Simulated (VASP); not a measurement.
Runs of VASP 6.6.1 on Ti2BN. The structure is that of space group P6/mmm (No. 191), or close to it. The cells are those of the table. 

```tsv
cell	gap on the mesh (eV)	pressure (GPa)	largest force (eV/Å)
a = 3.068, b = 3.068, c = 5.941 Å, angles 90.0, 90.0, 120.0°, 4 atoms	none	96.5	5.12
a = 2.948, b = 2.948, c = 5.707 Å, angles 90.0, 90.0, 120.0°, 4 atoms	none	137.5	3.30
a = 3.009, b = 3.009, c = 5.826 Å, angles 90.0, 90.0, 120.0°, 4 atoms	none	115.1	4.38
a = 2.989, b = 2.989, c = 5.787 Å, angles 90.0, 90.0, 120.0°, 4 atoms	none	122.1	(b)
a = 3.049, b = 3.049, c = 5.903 Å, angles 90.0, 90.0, 120.0°, 4 atoms	none	102.3	(a)
a = 2.969, b = 2.969, c = 5.748 Å, angles 90.0, 90.0, 120.0°, 4 atoms	none	129.5	3.70
a = 3.029, b = 3.029, c = 5.865 Å, angles 90.0, 90.0, 120.0°, 4 atoms	none	(c)	4.66
```

Alike in all rows: task single point; level PBE; potentials or basis VASP PAW PBE potentials, release 64 (Ti_sv, B, N); no spin polarisation; k mesh 10 × 10 × 5; cutoff (eV) 520; smearing fermi-dirac 0.05 eV.

Task: Estimate the missing entries.

Result: (a) 4.90; (b) 4.07; (c) 108.5.

Caveats: forces of over 1 eV/Å act on the atoms, so gaps and moduli don't describe the material at rest.

A gap of «none» marks levels without a gap at the run's occupations.
